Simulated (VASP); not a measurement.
La, 4 atoms in the cell. It takes space group P6_3/mmc (No. 194, hexagonal). The conventional cell has a = 3.698 Å, b = 3.698 Å, c = 12.273 Å, α = 90.00°, β = 90.00°, γ = 120.00°. La (site symmetry -3m) has 12 La at 3.70 to 3.74 Å within 4.9 Å. Within 4.9 Å of La (site symmetry -6m2) lie 12 La at 3.70 to 3.74 Å. 

| Item | Value |
| --- | --- |
| Program | VASP 6.6.1 |
| Task | single point |
| Functional | PBEsol |
| Potentials or basis | VASP PAW PBE potentials, release 64 (La) |
| Cutoff | 520 eV |
| k mesh | 12 × 12 × 4 |
| Occupations | gaussian, width 0.15 eV |
| Spin | no spin polarisation |
| Dipole correction | no |
| Further INCAR settings | ALGO = Fast; EDIFF = 1e-06; NBANDS = 30 |

Potentials or basis: VASP PAW PBE potentials, release 64 (La).

Launch:

```bash
$ cat potpaw_PBE.64/La/POTCAR > POTCAR
$ mpirun -np 1 vasp_std > vasp.out
```

Hardware: 1 thread of Intel(R) Xeon(R) Platinum 8488C (Sapphire Rapids) (shared host).

**Question.** How long does it take, and how much memory?

**Answer.** Wall time 23 min on 1 thread of Intel(R) Xeon(R) Platinum 8488C (Sapphire Rapids), with other jobs on the host, peak memory 0.4 GiB. Counts: scf iterations 73, k points 57.
